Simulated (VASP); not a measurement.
Wanted: the native input for a VASP 6.6.1 run.

```
Task                   : single point
Functional             : r2SCAN
Potentials or basis    : VASP PAW PBE potentials, release 64 (Cd, S)
Cutoff                 : 520 eV
k mesh                 : 8 × 8 × 8
Occupations            : gaussian, width 0.05 eV
Spin                   : no spin polarisation
Dipole correction      : no
Further INCAR settings : ALGO = Normal; EDIFF = 1e-07; NBANDS = 16
```

Crystal: CdS.

```
Cd S
1.0
     0.00000    2.95842    2.95842
     2.95842    0.00000    2.95842
     2.95842    2.95842    0.00000
Cd S
1 1
Direct
  0.00000 0.00000 0.00000
  0.75000 0.75000 0.75000
```

This cell differs from its parent crystal: volume scaled by 1.02.

The input as run:

POSCAR

```
CdS
1.0
    0.0000000000      2.9584169401      2.9584169401
    2.9584169401      0.0000000000      2.9584169401
    2.9584169401      2.9584169401      0.0000000000
Cd S
1 1
Direct
    0.0000000000      0.0000000000      0.0000000000
    0.7500000000      0.7500000000      0.7500000000
```

INCAR.step1

```
SYSTEM = CdS
PREC = Accurate
ENCUT = 520
ISMEAR = 0
SIGMA = 0.05
LREAL = .FALSE.
LASPH = .TRUE.
NELM = 60
NBANDS = 16
GGA = PE
ALGO = Normal
EDIFF = 1E-4
LWAVE = .TRUE.
LCHARG = .FALSE.
```

INCAR.step2

```
SYSTEM = CdS
PREC = Accurate
ENCUT = 520
EDIFF = 1E-7
ISMEAR = 0
SIGMA = 0.05
LREAL = .FALSE.
LASPH = .TRUE.
NELM = 60
ALGO = Normal
ISIF = 2
LWAVE = .FALSE.
LCHARG = .TRUE.
METAGGA = R2SCAN
LMIXTAU = .TRUE.
LELF = .TRUE.
LVHAR = .TRUE.
NBANDS = 16
ISTART = 1
```

KPOINTS

```
Automatic mesh
0
G
  8 8 8
  0 0 0
```

Potentials or basis: VASP PAW PBE potentials, release 64 (Cd, S).

Command:

```console
$ cat potpaw_PBE.64/Cd/POTCAR potpaw_PBE.64/S/POTCAR > POTCAR
$ cp INCAR.step1 INCAR
$ mpirun -np 1 vasp_std > vasp.out
$ cp INCAR.step2 INCAR
$ mpirun -np 1 vasp_std > vasp.out
```

Results of the run:

- Pressure: -0.9 GPa
- Band gap on the k mesh: 1.49 eV, direct

Caveat: the PAW data sets were made with another functional, which shifts forces and pressure a little.

Run time: 49 s on 1 thread of Intel(R) Xeon(R) Platinum 8559C (Emerald Rapids) (shared host), peak memory 0.19 GiB.
